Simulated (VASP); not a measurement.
Here is a VASP 6.6.1 calculation.

The input INCAR:

```
SYSTEM = Al
PREC     = Accurate       ! precision mode
ENCUT    = 520            ! plane-wave cutoff, eV
EDIFF    = 1E-6           ! SCF threshold, eV
ISMEAR   = 0              ! smearing method
SIGMA    = 0.15           ! smearing width, eV
LREAL    = .False.        ! projectors in reciprocal space
LASPH    = .True.         ! aspherical terms in the spheres
NELM     = 80             ! most SCF steps
ALGO     = Fast           ! electronic algorithm
ISIF     = 2              ! what is computed and relaxed
LWAVE    = .False.        ! write WAVECAR
LCHARG   = .False.        ! write CHGCAR
GGA      = PE             ! functional
NBANDS   = 8              ! bands
```

Contents of KPOINTS:

```
regular mesh
0
Gamma
  22 22 22
  0 0 0
```

Contents of POSCAR:

```
Al
1.0
   -1.6029892036      1.6029892036      1.6029892036
    1.6029892036     -1.6029892036      1.6029892036
    1.6029892036      1.6029892036     -1.6029892036
Al
1
Direct
    0.0000000000      0.0000000000      0.0000000000
```

Potentials or basis: VASP PAW PBE potentials, release 64 (Al).

Launch:

```bash
$ cat potpaw_PBE.64/Al/POTCAR > POTCAR
$ mpirun -np 1 vasp_std > vasp.out
```

Estimate the pressure.

1.9 GPa.
